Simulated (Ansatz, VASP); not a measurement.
## One calculation of Bi, two programs

File INCAR:

```
SYSTEM = Bi
PREC = Accurate
ENCUT = 520
EDIFF = 1E-8
ISMEAR = -1
SIGMA = 0.03
LREAL = .False.
LASPH = .True.
NELM = 60
ALGO = Normal
ISIF = 2
LWAVE = .False.
LCHARG = .False.
GGA = PE
LEFG = .True.
NBANDS = 22
```

KPOINTS

```
regular mesh
0
Gamma
  11 11 11
  0 0 0
```

File POSCAR:

```
Bi
1.0
    2.2805512278      1.3166768653      3.9671363091
   -2.2805512278      1.3166768653      3.9671363091
    0.0000000000     -2.6333537305      3.9671363091
Bi
2
Direct
    0.2338900000      0.2338900000      0.2338900000
    0.7661100000      0.7661100000      0.7661100000
```

Input for Ansatz:

```yaml
crystal:
  lattice:
    - [2.2805512278, 1.3166768653, 3.9671363091]
    - [-2.2805512278, 1.3166768653, 3.9671363091]
    - [0.0, -2.6333537305, 3.9671363091]
  atoms:
    - { symbol: Bi, position: [0.23389, 0.23389, 0.23389] }
    - { symbol: Bi, position: [0.76611, 0.76611, 0.76611] }
kpoints:
  mp_grid: { grid: [11, 11, 11] }
scf:
  occupations: { method: fermi_dirac, width: 0.03 }
hamiltonian:
  xc: pbe
  pseudopotentials: { kind: all_electron, datasets: crystal }
output:
  forces: true
  stress: true
  eigenvalues: true
  efg: { contact_densities: true }
```

Change from the starting cell: volume scaled by 1.01, crystal datasets.

Alike in both runs: task electric field gradients; functional PBE; k mesh 11 × 11 × 11; occupations fermi-dirac, width 0.03 eV; no spin polarisation.

|  | VASP | Ansatz |
| --- | --- | --- |
| version | VASP 6.6.1 | Ansatz 0.2.0 |
| potentials or method | VASP PAW PBE potentials, release 64 (Bi_d), cutoff 520 eV | all-electron PAW with datasets made for the crystal, scalar-relativistic |

VASP gave:

```
pressure (GPa)                                                : 1.2
traceless stress, the component that is largest in VASP (GPa) : 0.13
rms of the force components (eV/Å)                            : 0.088
size of Vzz on the site where it differs most (V/Å²)          : 34.2
```

Q: Which values does Ansatz return?

A: Pressure (GPa): 1.3; traceless stress, the component that is largest in VASP (GPa): 0.13; rms of the force components (eV/Å): 0.084; size of Vzz on the site where it differs most (V/Å²): 36.1.

Atom by atom the forces differ by 0.004 eV/Å (rms over components). Ansatz ran all-electron here, and VASP with PAW potentials.

Spin-orbit coupling is off throughout.
